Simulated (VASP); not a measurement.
Input of a VASP 6.6.1 run:

File INCAR:

```
  PREC = Accurate
  ENCUT = 520
  EDIFF = 1E-6
  ISMEAR = 0
  SIGMA = 0.02
  LREAL = False
  LASPH = True
  NELM = 60
  ALGO = Normal
  ISIF = 2
  LWAVE = False
  LCHARG = False
  LDIPOL = True
  IDIPOL = 3
  DIPOL = 0.5 0.5 0.500
  GGA = PS
  IBRION = 2
  NSW = 100
  EDIFFG = -0.003
```

File KPOINTS:

```
regular mesh
0
Gamma
  12 12 1
```

POSCAR

```
WSe2
1.0
    3.2180000000      0.0000000000      0.0000000000
   -1.6090000000      2.7868697494      0.0000000000
    0.0000000000      0.0000000000     21.3800000000
Se W
2 1
Direct
    0.6666666667      0.3333333333      0.4209541628
    0.6666666667      0.3333333333      0.5790458372
    0.3333333333      0.6666666667      0.5000000000
```

Potentials or basis: VASP PAW PBE potentials, release 64 (Se, W_sv).

The run is started by

```console
$ cat potpaw_PBE.64/Se/POTCAR potpaw_PBE.64/W_sv/POTCAR > POTCAR
$ mpirun -np 1 vasp_std > vasp.out
```

Task: What does it give for the energy gained by relaxing?

Result: 0.3 meV/atom.

Task: What does it give for the band gap on the k mesh?

Result: 1.58 eV (least direct gap 1.93 eV).

The path:
```tsv
step	energy change (eV)	largest force (eV/Å)	pressure (GPa)
1	0.0000	0.1200	1.04
2	-0.0008	0.0142	0.87
3	-0.0008	0.0001	0.84
```

Caveat: the PAW data sets were made with another functional, which shifts forces and pressure a little; spin-orbit coupling is left out, which moves the levels of the heavy elements.
